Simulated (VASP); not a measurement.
# CO2 (Pbca) in VASP: notebook

Runs on CO2. Level: PBE. Tasks: single point.

All numbers are computed with VASP 6.6.1; they aren't measurements. Logs are shortened: lines on timing, memory, paths and dates and some standing lists are left out, and cuts for length are marked.

### 1 The cell of the first run

The structure is orthorhombic, space group Pbca (No. 61). The conventional cell has a = 5.866 Å, b = 5.866 Å, c = 6.460 Å, α = 90.00°, β = 90.00°, γ = 90.00°. Within 1.6 Å of C (site symmetry -1) lie 2 O at 1.17 Å. Within 1.6 Å of O (site symmetry 1) lie 1 C at 1.17 Å.

### 2 Single point, PBE (18.52 Å³/atom)

Contents of INCAR:

```
SYSTEM = CO2
PREC = Accurate
ENCUT = 520
EDIFF = 1E-7
ISMEAR = 0
SIGMA = 0.05
LREAL = .False.
LASPH = .True.
NELM = 100
ALGO = Normal
ISIF = 2
LWAVE = .False.
LCHARG = .False.
GGA = PE
NBANDS = 44
```

Contents of KPOINTS:

```
regular mesh
0
Gamma
  4 4 4
  0 0 0
```

Contents of POSCAR:

```
CO2
1.0
    5.8659966990      0.0000000000      0.0000000000
    0.0000000000      5.8659966990      0.0000000000
    0.0000000000      0.0000000000      6.4602221646
C O
4 8
Direct
    0.0000000000      0.0000000000      0.0000000000
    0.5000000000      0.0000000000      0.5000000000
    0.5000000000      0.5000000000      0.0000000000
    0.0000000000      0.5000000000      0.5000000000
    0.1114834447      0.1114834447      0.1114834447
    0.3885165553      0.8885165553      0.6114834447
    0.6114834447      0.3885165553      0.8885165553
    0.8885165553      0.6114834447      0.3885165553
    0.8885165553      0.8885165553      0.8885165553
    0.6114834447      0.1114834447      0.3885165553
    0.3885165553      0.6114834447      0.1114834447
    0.1114834447      0.3885165553      0.6114834447
```

Potentials or basis: VASP PAW PBE potentials, release 64 (C, O).

Command:

```sh
> cat potpaw_PBE.64/C/POTCAR potpaw_PBE.64/O/POTCAR > POTCAR
> mpirun -np 1 vasp_std > vasp.out
```

OUTCAR:

```text
SYSTEM = CO2
   PREC = Accurate
   ENCUT = 520
   EDIFF = 1E-7
   ISMEAR = 0
   LREAL = .False.
   LASPH = .True.
   NELM = 100
   ISIF = 2
   GGA = PE

 ion  position               nearest neighbor table
   1  0.000  0.000  0.000-   5 1.17   9 1.17
   2  0.500  0.000  0.500-   6 1.17  10 1.17
   3  0.500  0.500  0.000-   7 1.17  11 1.17
   4  0.000  0.500  0.500-   8 1.17  12 1.17
   5  0.111  0.111  0.111-   1 1.17
   6  0.389  0.889  0.611-   2 1.17
   7  0.611  0.389  0.889-   3 1.17
   8  0.889  0.611  0.389-   4 1.17
   9  0.889  0.889  0.889-   1 1.17
  10  0.611  0.111  0.389-   2 1.17
  11  0.389  0.611  0.111-   3 1.17
  12  0.111  0.389  0.611-   4 1.17

  LATTYP: Found a simple tetragonal cell.
 ALAT       =     5.8659966990
 C/A-ratio  =     1.1013000000

  Lattice vectors:

 A1 = (   5.8659966990,   0.0000000000,   0.0000000000)
 A2 = (   0.0000000000,   5.8659966990,   0.0000000000)
 A3 = (   0.0000000000,   0.0000000000,   6.4602221646)

Analysis of symmetry for initial positions (statically):
=====================================================================
 Subroutine PRICEL returns:
 Original cell was already a primitive cell.

 Routine SETGRP: Setting up the symmetry group for a
 simple tetragonal supercell.

 Subroutine GETGRP returns: Found  8 space group operations
 (whereof  2 operations were pure point group operations)
 out of a pool of 16 trial point group operations.

The static configuration has the point symmetry S_2 .
 The point group associated with its full space group is D_2h.

Analysis of symmetry for dynamics (positions and initial velocities):
=====================================================================
 Subroutine PRICEL returns:
 Original cell was already a primitive cell.

 Routine SETGRP: Setting up the symmetry group for a
 simple tetragonal supercell.

 Subroutine GETGRP returns: Found  8 space group operations
 (whereof  2 operations were pure point group operations)
 out of a pool of 16 trial point group operations.

The dynamic configuration has the point symmetry S_2 .
 The point group associated with its full space group is D_2h.

 Subroutine INISYM returns: Found  8 space group operations
 (whereof  2 operations are pure point group operations),
 and found     1 'primitive' translations

----------------------------------------------------------------------------------------

                                     Primitive cell

  volume of cell :     222.2957

  direct lattice vectors                    reciprocal lattice vectors
     5.865996699  0.000000000  0.000000000     0.170474013  0.000000000  0.000000000
     0.000000000  5.865996699  0.000000000     0.000000000  0.170474013  0.000000000
     0.000000000  0.000000000  6.460222165     0.000000000  0.000000000  0.154793438

  length of vectors
     5.865996699  5.865996699  6.460222165     0.170474013  0.170474013  0.154793438

  position of ions in fractional coordinates (direct lattice)
     0.000000000  0.000000000  0.000000000
     0.500000000  0.000000000  0.500000000
     0.500000000  0.500000000  0.000000000
     0.000000000  0.500000000  0.500000000
     0.111483445  0.111483445  0.111483445
     0.388516555  0.888516555  0.611483445
     0.611483445  0.388516555  0.888516555
     0.888516555  0.611483445  0.388516555
     0.888516555  0.888516555  0.888516555
     0.611483445  0.111483445  0.388516555
     0.388516555  0.611483445  0.111483445
     0.111483445  0.388516555  0.611483445

  ion indices of the primitive-cell ions
   primitive index   ion index
                 1           1
                 2           2
                 3           3
                 4           4
                 5           5
                 6           6
                 7           7
                 8           8
                 9           9
                10          10
                11          11
                12          12

----------------------------------------------------------------------------------------

 KPOINTS: regular mesh

Automatic generation of k-mesh.
 Grid dimensions read from file:
 generate k-points for:    4    4    4

 Generating k-lattice:

  Cartesian coordinates                     Fractional coordinates (reciprocal lattice)
     0.042618503  0.000000000  0.000000000     0.250000000  0.000000000  0.000000000
     0.000000000  0.042618503  0.000000000     0.000000000  0.250000000  0.000000000
     0.000000000  0.000000000  0.038698360     0.000000000  0.000000000  0.250000000

  Length of vectors
     0.042618503  0.042618503  0.038698360

  Shift w.r.t. Gamma in fractional coordinates (k-lattice)
     0.000000000  0.000000000  0.000000000

 Subroutine IBZKPT returns following result:
 ===========================================

 Found     27 irreducible k-points:

 Following reciprocal coordinates:
            Coordinates               Weight
  0.000000  0.000000  0.000000      1.000000
  0.250000  0.000000  0.000000      2.000000
  0.000000  0.250000  0.000000      2.000000
  0.500000  0.000000  0.000000      1.000000
  0.000000  0.500000  0.000000      1.000000
  0.250000  0.250000  0.000000      4.000000
[... 16 lines left out ...]
  0.000000  0.500000  0.500000      1.000000
  0.250000  0.250000  0.500000      4.000000
 [... further k-points ...]
   k-points           NKPTS =     27   k-points in BZ     NKDIM =     27   number of bands    NBANDS=     44
   number of dos      NEDOS =    301   number of ions     NIONS =     12
   total plane-waves  NPLWV = 110592
   dimension x,y,z NGX =    48 NGY =   48 NGZ =   48
   dimension x,y,z NGXF=    96 NGYF=   96 NGZF=   96
   ions per type =               4   8
   NGX,Y,Z   is equivalent  to a cutoff of  13.60, 13.60, 12.35 a.u.
   NGXF,Y,Z  is equivalent  to a cutoff of  27.21, 27.21, 24.70 a.u.
 SYSTEM =  CO2
   PREC   = accura    normal or accurate (medium, high low for compatibility)
   ISTART =      0    job   : 0-new  1-cont  2-samecut
   ICHARG =      2    charge: 1-file 2-atom 10-const
   ISPIN  =      1    spin polarized calculation?
   LNONCOLLINEAR =      F non collinear calculations
   LSORBIT =      F    spin-orbit coupling
   LASPH  =      T    aspherical Exc in radial PAW
   ENCUT  =  520.0 eV  38.22 Ry    6.18 a.u.  10.91 10.91 12.01*2*pi/ulx,y,z
   NELM   =    100;   NELMIN=  2; NELMDL= -5     # of ELM steps
   EDIFF  = 0.1E-06   stopping-criterion for ELM
   LREAL  =      F    real-space projection
   EDIFFG = 0.1E-05   stopping-criterion for IOM
   NSW    =      0    number of steps for IOM
   IBRION =     -1    ionic relax: 0-MD 1-quasi-New 2-CG
   NFREE  =      0    steps in history (QN), initial steepest desc. (CG)
   ISIF   =      2    stress and relaxation
   ISYM   =      2    0-nonsym 1-usesym 2-fastsym
   POTIM  = 0.5000    time-step for ionic-motion
   TEBEG  =    0.0;   TEEND  =   0.0 temperature during run
   PSTRESS=    0.0 pullay stress
   NELECT =      64.0000    total number of electrons
   NUPDOWN=      -1.0000    fix difference up-down
   EMIN   =  10.00;   EMAX   =-10.00  energy-range for DOS
   EFERMI =   0.00;   METHOD = LEGACY
   ISMEAR =     0;   SIGMA  =   0.05  broadening in eV -4-tet -1-fermi 0-gaus
   EFERMI_NEDOS =   21; number of points for ismear=-14 and -15
   IALGO  =     38    algorithm
   IMIX   =      4    mixing-type and parameters
     AMIX     =   0.40;   BMIX     =  1.00
     AMIX_MAG =   1.60;   BMIX_MAG =  1.00
  volume/ion in A,a.u.               =      18.52       125.01
  Fermi-wavevector in a.u.,A,eV,Ry     =   1.080997  2.042788 15.899147  1.168554
  Thomas-Fermi vector in A             =   2.217002
   LORBIT       =      0    0 simple, 1 ext, 2 COOP (PROOUT), +10 PAW based schemes
   GGA     = PE    functional components
   LHFCALC =     F    Hartree Fock is set to
   AEXX    =    0.0000 exact exchange contribution
   IVDW    =     0    specifies the selected vdW correction
   LEPSILON=     F    determine dielectric tensor
   LRPA    =     F    only Hartree local field effects (RPA)
 non-spin polarized calculation
 Gauss-broadening in eV      SIGMA  =   0.05
  energy-cutoff  :      520.00
  volume of cell :      222.30
 maximum number of plane-waves:      6008
 NGX is ok and might be reduce to    48
   NGX = 21   NGY = 21   NGZ = 25

 number of electron      64.0000021 magnetization

 Free energy of the ion-electron system (eV)
  ---------------------------------------------------
  ext. energy  EPLUGINS =         0.00000000
  ---------------------------------------------------
  free energy    TOTEN  =       -92.26314239 eV

  energy without entropy =      -92.26314239  energy(sigma->0) =      -92.26314239

 E-fermi :  -4.4776     XC(G=0):  -6.8779

 val. band max:       -4.7652797591   @ k =   0.0000   0.0000   0.0000
 cond. band min:       1.7747158811   @ k =   0.0000   0.0000   0.0000
 fundamental gap:      6.5399956402
 Fermi energy:        -4.4775745259

 k-point     1 :       0.0000    0.0000    0.0000
  band No.  band energies     occupation
      1     -25.1628      2.00000
      2     -25.0891      2.00000
      3     -25.0686      2.00000
      4     -25.0664      2.00000
      5     -24.1136      2.00000
      6     -24.0982      2.00000
[... 36 lines left out ...]
     43       5.6111      0.00000
     44       5.6213      0.00000

 k-point     2 :       0.2500    0.0000    0.0000
  band No.  band energies     occupation
      1     -25.1490      2.00000
      2     -25.0864      2.00000
      3     -25.0808      2.00000
      4     -25.0716      2.00000
      5     -24.1089      2.00000
      6     -24.0979      2.00000
[... 1026 lines left out ...]
 k-point    24 :       0.2500    0.2500    0.5000
  band No.  band energies     occupation
      1     -25.1117      2.00000
      2     -25.1117      2.00000
      3     -25.0821      2.00000
      4     -25.0821      2.00000
      5     -24.1015      2.00000
      6     -24.1015      2.00000
[... 36 lines left out ...]
     43       5.1261      0.00000
     44       5.1261      0.00000

 [... further k-points ...]

------------------------ aborting loop because EDIFF is reached ----------------------------------------

  FORCE on cell =-STRESS in cart. coord.  units (eV):
  Direction    XX          YY          ZZ          XY          YZ          ZX
  --------------------------------------------------------------------------------------
  -------------------------------------------------------------------------------------
  Total        0.9610647      1.0264616      0.7676462      0.0000000      0.0000000      0.0000000
  in kB        6.9267915      7.3981342      5.5327441      0.0000000      0.0000000      0.0000000
  external PRESSURE =       6.6192233 kB  Pullay stress =       0.0000000 kB

 VOLUME and BASIS-vectors are now :
 -----------------------------------------------------------------------------
  energy-cutoff  :      520.00
  volume of cell :      222.30
      direct lattice vectors                 reciprocal lattice vectors
     5.865996699  0.000000000  0.000000000     0.170474013  0.000000000  0.000000000
     0.000000000  5.865996699  0.000000000     0.000000000  0.170474013  0.000000000
     0.000000000  0.000000000  6.460222165     0.000000000  0.000000000  0.154793438

 POSITION                                       TOTAL-FORCE (eV/Angst)
 -----------------------------------------------------------------------------------
      0.00000      0.00000      0.00000         0.000000     -0.000000     -0.000000
      2.93300      0.00000      3.23011         0.000000     -0.000000     -0.000000
      2.93300      2.93300      0.00000         0.000000     -0.000000     -0.000000
      0.00000      2.93300      3.23011         0.000000     -0.000000     -0.000000
      0.65396      0.65396      0.72021         0.207691      0.221199      0.219797
      2.27904      5.21204      3.95032        -0.207691     -0.221199      0.219797
      3.58696      2.27904      5.74001         0.207691     -0.221199     -0.219797
      5.21204      3.58696      2.50990        -0.207691      0.221199     -0.219797
      5.21204      5.21204      5.74001        -0.207691     -0.221199     -0.219797
      3.58696      0.65396      2.50990         0.207691      0.221199     -0.219797
      2.27904      3.58696      0.72021        -0.207691      0.221199      0.219797
      0.65396      2.27904      3.95032         0.207691     -0.221199      0.219797
 -----------------------------------------------------------------------------------
    total drift:                                0.000000      0.000000      0.000000

  FREE ENERGIE OF THE ION-ELECTRON SYSTEM (eV)
  ---------------------------------------------------
  free  energy   TOTEN  =       -92.2631423851 eV

  energy  without entropy=      -92.2631423851  energy(sigma->0) =      -92.26314239
```

Wall time 2.8 min (1 thread of Intel Xeon Platinum 8488C (Sapphire Rapids), shared host); peak memory 0.42 GiB.

What came out:

| Quantity | Value |
| --- | --- |
| Free energy | -92.2631 eV |
| Pressure | 0.7 GPa |
| Largest force | 0.375 eV/Å |
| Band gap on the k mesh | 6.54 eV |

Forces on the atoms (eV/Å):
```
C    0.000  0.000  0.000
C    0.000  0.000  0.000
C    0.000  0.000  0.000
C    0.000  0.000  0.000
O    0.208  0.221  0.220
O   -0.208 -0.221  0.220
O    0.208 -0.221 -0.220
O   -0.208  0.221 -0.220
O   -0.208 -0.221 -0.220
O    0.208  0.221 -0.220
O   -0.208  0.221  0.220
O    0.208 -0.221  0.220
```

Levels at points of the mesh, in eV from the valence-band top:
| k point | band 29 | band 30 | band 31 | band 32 | band 33 | band 34 | band 35 | band 36 |
| --- | --- | --- | --- | --- | --- | --- | --- | --- |
| (0.00, 0.00, 0.00) | -0.16 | -0.15 | -0.12 | 0.00 | 6.54 | 8.03 | 8.12 | 8.16 |
| (0.50, 0.00, 0.00) | -0.21 | -0.21 | -0.12 | -0.12 | 7.90 | 7.90 | 8.11 | 8.11 |
| (0.00, 0.50, 0.00) | -0.21 | -0.21 | -0.11 | -0.11 | 7.91 | 7.91 | 8.01 | 8.01 |
| (0.50, 0.50, 0.00) | -0.21 | -0.21 | -0.21 | -0.21 | 8.02 | 8.02 | 8.02 | 8.02 |
| (0.00, 0.00, 0.50) | -0.24 | -0.24 | -0.07 | -0.07 | 7.67 | 7.67 | 8.04 | 8.04 |
| (0.50, 0.00, 0.50) | -0.19 | -0.19 | -0.19 | -0.19 | 8.04 | 8.04 | 8.04 | 8.04 |
| (0.00, 0.50, 0.50) | -0.20 | -0.20 | -0.20 | -0.20 | 8.02 | 8.02 | 8.02 | 8.02 |
| (0.50, 0.50, 0.50) | -0.19 | -0.19 | -0.19 | -0.19 | 8.08 | 8.08 | 8.08 | 8.08 |

Caveat: this functional lacks dispersion, which holds the molecules together, so the pressure and a relaxed volume are unreliable. A k mesh can miss the band edges.

(Part 1 of 2 ends here.)
